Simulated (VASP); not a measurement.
A run of VASP 6.6.1 is set up as follows.

INCAR

```
PREC     = Accurate       # precision mode
ENCUT    = 520            # plane-wave cutoff, eV
EDIFF    = 1E-7           # SCF threshold, eV
ISMEAR   = -1             # smearing method
SIGMA    = 0.05           # smearing width, eV
LREAL    = F              # projectors in reciprocal space
LASPH    = T              # aspherical terms in the spheres
NELM     = 100            # most SCF steps
ALGO     = Normal         # electronic algorithm
ISIF     = 2              # what is computed and relaxed
LWAVE    = F              # write WAVECAR
LCHARG   = F              # write CHGCAR
GGA      = PE             # functional
NBANDS   = 20             # bands
```

File KPOINTS:

```
regular mesh
0
Gamma
  11 11 11
```

Contents of POSCAR:

```
In
1.0
    0.0000000000      3.1711913215      3.1711913215
    3.1711913215      0.0000000000      3.1711913215
    3.1711913215      3.1711913215      0.0000000000
In
2
Direct
   -0.1250000000     -0.1250000000     -0.1250000000
    0.1250000000      0.1250000000      0.1250000000
```

Potentials or basis: VASP PAW PBE potentials, release 64 (In_d).

Launch:

```bash
$ cat potpaw_PBE.64/In_d/POTCAR > POTCAR
$ mpirun -np 1 vasp_std > vasp.out
```

(1) What does it give for the pressure?

(2) Predict the band gap on the k mesh.

Answers

(1) 6.2 GPa.

(2) zero (band 13 reaches 7.81 eV, above the bottom of band 14 at 4.02 eV).

Caveat: spin-orbit coupling is left out, which moves the levels of the heavy elements.
